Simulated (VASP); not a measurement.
Here is a VASP 6.6.1 calculation.

Contents of INCAR:

```
SYSTEM = Na
PREC = Accurate
ENCUT = 520
EDIFF = 1E-6
ISMEAR = 0
SIGMA = 0.15
LREAL = .FALSE.
LASPH = .TRUE.
NELM = 100
ALGO = Normal
ISIF = 2
LWAVE = .FALSE.
LCHARG = .FALSE.
NBANDS = 10
```

KPOINTS

```
regular mesh
0
G
  18 18 18
  0 0 0
```

File POSCAR:

```
Na
1.0
   -1.8102542474      1.8102542474      2.5420818476
    1.8102542474     -1.8102542474      2.5420818476
    1.8102542474      1.8102542474     -2.5420818476
Na
1
Direct
    0.0000000000      0.0000000000      0.0000000000
```

Potentials or basis: VASP PAW LDA potentials, release 64 (Na_pv).

Run with:

```sh
$ cat potpaw_LDA.64/Na_pv/POTCAR > POTCAR
$ mpirun -np 1 vasp_std > vasp.out
```

Predict the band gap on the k mesh.

zero (an odd number of electrons rules out a gap without spin polarisation).

Estimate the pressure.

0.0 GPa.
